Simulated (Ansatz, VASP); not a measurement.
**Two plane-wave programs on NaI**

File POSCAR:

```
NaI
1.0
    0.0000000000      3.5431926705      3.5431926705
    3.5431926705      0.0000000000      3.5431926705
    3.5431926705      3.5431926705      0.0000000000
Na I
1 1
Direct
    0.0000000000      0.0000000000      0.0000000000
    0.2500000000      0.2500000000      0.2500000000
```

Contents of INCAR.step1:

```
PREC = Accurate ; ENCUT = 520
ISMEAR = 0 ; SIGMA = 0.01
LREAL = False ; LASPH = True
NELM = 60 ; NBANDS = 14
GGA = PE ; ALGO = Normal
EDIFF = 1E-4 ; LWAVE = True
LCHARG = False
```

File INCAR.step2:

```
PREC = Accurate ; ENCUT = 520
EDIFF = 1E-7 ; ISMEAR = 0
SIGMA = 0.01 ; LREAL = False
LASPH = True ; NELM = 60
ALGO = Normal ; ISIF = 2
LWAVE = False ; LCHARG = True
METAGGA = R2SCAN ; LMIXTAU = True
LELF = True ; LVHAR = True
NBANDS = 14 ; ISTART = 1
```

The input KPOINTS:

```
Automatic mesh
0
Gamma
  6 6 6
```

Input for Ansatz:

```yaml
crystal:
  lattice:
    - [0.0, 3.5431926705, 3.5431926705]
    - [3.5431926705, 0.0, 3.5431926705]
    - [3.5431926705, 3.5431926705, 0.0]
  atoms:
    - { symbol: Na, position: [0.0, 0.0, 0.0] }
    - { symbol: I, position: [0.25, 0.25, 0.25] }
kpoints:
  mp_grid: { grid: [6, 6, 6] }
  band_path:
    path:
      - [0.0, 0.0, 0.0]
      - [-0.5, -0.5, 0.0]
      - [-0.375, -0.375, 0.25]
      - [-0.375, 0.0, 0.375]
      - [0.0, 0.0, 0.5]
      - [-0.5, -0.25, 0.25]
    npoints: 1
hamiltonian:
  xc: r2scan
scf:
  occupations: { method: fixed }
  n_extra_bands: 4
output:
  forces: true
  stress: true
  eigenvalues: true
```

Alike in both runs: task single point; functional r2SCAN; k mesh 6 × 6 × 6; no spin polarisation.

|  | VASP | Ansatz |
| --- | --- | --- |
| version | VASP 6.6.1 | Ansatz 0.2.0 |
| potentials or method | VASP PAW PBE potentials, release 64 (Na_pv, I) | plane waves, PAW |
| plane-wave cutoff (eV) | 520 | 500 |
| occupations | gaussian, width 0.01 eV | fixed |
| valence electrons in the cell | 14 | 26 |

```tsv
	VASP	Ansatz	Ansatz less VASP
gap on the k mesh at the Fermi level (eV)	4.42	4.42	-0.005
pressure (GPa)	-0.1	0.0	+0.08
```

VASP's potentials were made for PBE, not for r2SCAN. VASP's potentials hold 14 valence electrons a cell and Ansatz's 26, so a difference there can come from the potentials and not from the codes.

Spin-orbit coupling is off throughout.
